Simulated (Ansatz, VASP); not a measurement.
**One calculation of W, two programs**

File INCAR:

```
PREC = Accurate
ENCUT = 520
EDIFF = 1E-7
ISMEAR = -1
SIGMA = 0.15
LREAL = F
LASPH = T
NELM = 150
ALGO = Normal
ISIF = 2
LWAVE = F
LCHARG = T
MAGMOM = 0 0 0
LORBIT = 11
LSORBIT = T
GGA_COMPAT = F
LORBMOM = T
LMAXMIX = 4
GGA = PE
LVHAR = T
NBANDS = 25
```

KPOINTS

```
regular mesh
0
Gamma
  4 4 4
```

Contents of POSCAR:

```
W
1.0
    0.0000000000      2.0206000000      2.0206000000
    2.0206000000      0.0000000000      2.0206000000
    2.0206000000      2.0206000000      0.0000000000
W
1
Direct
    0.0000000000      0.0000000000      0.0000000000
```

Input for Ansatz:

```yaml
crystal:
  lattice:
    - [0, 2.0206, 2.0206]
    - [2.0206, 0, 2.0206]
    - [2.0206, 2.0206, 0]
  atoms:
    - { symbol: W, position: [0, 0, 0] }
kpoints:
  mp_grid: { grid: [4, 4, 4] }
hamiltonian:
  xc: pbe
  pseudopotentials:
    kind: paw_fr
    azcp:
      W: "pseudopotentials/pbe/paw/ansatz_paw_generated_hard_1/W.paw.azcp"
scf:
  occupations: { method: fermi_dirac, width: 0.15 }
  convergence: { dr2_threshold: "1e-9 eV" }
  max_iter: 300
output:
  forces: true
  stress: true
  eigenvalues: true
magnetization:
  noncollinear: true
  spin_orbit: true
```

Alike in both runs: task single point; functional PBE; k mesh 4 × 4 × 4; occupations fermi-dirac, width 0.15 eV; non-collinear spin, spin-orbit coupling.

|  | VASP | Ansatz |
| --- | --- | --- |
| version | VASP 6.6.1 | Ansatz 0.2.0 development build |
| potentials or method | VASP PAW PBE potentials, release 64 (W_sv) | plane waves, PAW datasets (generated hard set |
| plane-wave cutoff (eV) | 520 | 700 |
| valence electrons in the cell | 14 | 28 |

```tsv
	VASP	Ansatz	Ansatz less VASP
net moment per atom (μB)	0.00	0.00	0.000
```

With one functional, cell and mesh, what is left measures potentials, basis and numerics. VASP's potentials hold 14 valence electrons a cell and Ansatz's 28, so a difference there can come from the potentials and not from the codes. Ansatz's warnings: stress scf threshold loose.

The k mesh is coarse, so the values compare programs but aren't converged.
